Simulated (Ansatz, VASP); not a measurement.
# Two plane-wave programs on Bi

```
CELL_PARAMETERS angstrom
4.52157 0.00000 0.00000
-2.26079 3.91580 0.00000
0.00000 0.00000 5.66870
ATOMIC_POSITIONS crystal
Bi 0.33385 0.00000 0.33333
Bi 0.00000 0.33385 0.66667
Bi 0.66615 0.66615 0.00000
```

Alike in both runs: functional PBEsol; k mesh 6 × 6 × 4; occupations gaussian, width 0.1 eV; no spin polarisation.

Ansatz relaxed the structure, and its values are those at the end. VASP's run is a single point on that final structure, the one shown.

|  | VASP | Ansatz |
| --- | --- | --- |
| version | VASP 6.6.1 | Ansatz 0.2.0 |
| potentials or method | VASP PAW PBE potentials, release 64 (Bi_d), cutoff 520 eV | scalar-relativistic, plane waves, PAW |
| valence electrons in the cell | 45 | 45 |

```csv
,VASP,Ansatz,Ansatz less VASP
gap on the k mesh at the Fermi level (eV),none,none,-
pressure (GPa),-0.1,0.0,+0.07
rms of the force components (eV/Å),0.007,0.007,+0.0001
```

VASP's potentials were made for PBE, not for PBEsol. A gap of «none» marks a metal or a gap that the smearing closes.

Neither program's run includes spin-orbit coupling.
